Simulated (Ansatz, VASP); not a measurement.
One calculation of Mg2NCl, two programs

File INCAR:

```
  ALGO = Normal
  EDIFF = 1E-6
  ENCUT = 520
  GGA = PS
  ISIF = 2
  ISMEAR = 0
  LASPH = True
  LCHARG = False
  LREAL = False
  LWAVE = False
  NBANDS = 16
  NELM = 60
  PREC = Accurate
  SIGMA = 0.05
```

KPOINTS

```
k-points
0
Gamma
  9 9 9
```

POSCAR

```
Mg2NCl
1.0
    1.7935199454      1.0354892232      5.5227388400
   -1.7935199454      1.0354892232      5.5227388400
    0.0000000000     -2.0709784465      5.5227388400
Mg N Cl
2 1 1
Direct
    0.2228150000      0.2228150000      0.2228150000
    0.7771850000      0.7771850000      0.7771850000
    0.5000000000      0.5000000000      0.5000000000
    0.0000000000      0.0000000000      0.0000000000
```

Input for Ansatz:

```yaml
crystal:
  lattice:
    - [1.7935199454, 1.0354892232, 5.52273884]
    - [-1.7935199454, 1.0354892232, 5.52273884]
    - [0.0, -2.0709784465, 5.52273884]
  atoms:
    - { symbol: Mg, position: [0.222815, 0.222815, 0.222815] }
    - { symbol: Mg, position: [0.777185, 0.777185, 0.777185] }
    - { symbol: "N", position: [0.5, 0.5, 0.5] }
    - { symbol: Cl, position: [0.0, 0.0, 0.0] }
basis:
  ecutwfc: 420
kpoints:
  mp_grid: { grid: [9, 9, 9] }
hamiltonian:
  xc: pbesol
scf:
  occupations: { method: gaussian, width: 0.05 }
output:
  forces: true
  stress: true
  eigenvalues: true
```

Change from the starting cell: strain +0.080 along x and y, -0.080 along z, atoms carried along.

Alike in both runs: task single point; functional PBEsol; k mesh 9 × 9 × 9; occupations gaussian, width 0.05 eV; no spin polarisation.

|  | VASP | Ansatz |
| --- | --- | --- |
| version | VASP 6.6.1 | Ansatz 0.2.0 |
| potentials or method | VASP PAW PBE potentials, release 64 (Mg, N, Cl), cutoff 520 eV | scalar-relativistic, plane waves, PAW |
| valence electrons in the cell | 16 | 32 |

|  | VASP | Ansatz | Ansatz less VASP |
| --- | --- | --- | --- |
| gap on the k mesh at the Fermi level (eV) | 1.86 | 1.86 | +0.003 |
| least direct gap on the mesh (eV) | 1.86 | 1.86 | +0.003 |
| pressure (GPa) | -8.6 | -8.4 | +0.23 |
| traceless stress, the component that is largest in VASP (GPa) | 13.05 | 13.03 | -0.017 |
| rms of the force components (eV/Å) | 0.060 | 0.072 | +0.0124 |

VASP's potentials were made for PBE, not for PBEsol. Atom by atom the forces differ by 0.012 eV/Å (rms over components). VASP's potentials hold 16 valence electrons a cell and Ansatz's 32, so a difference there can come from the potentials and not from the codes.
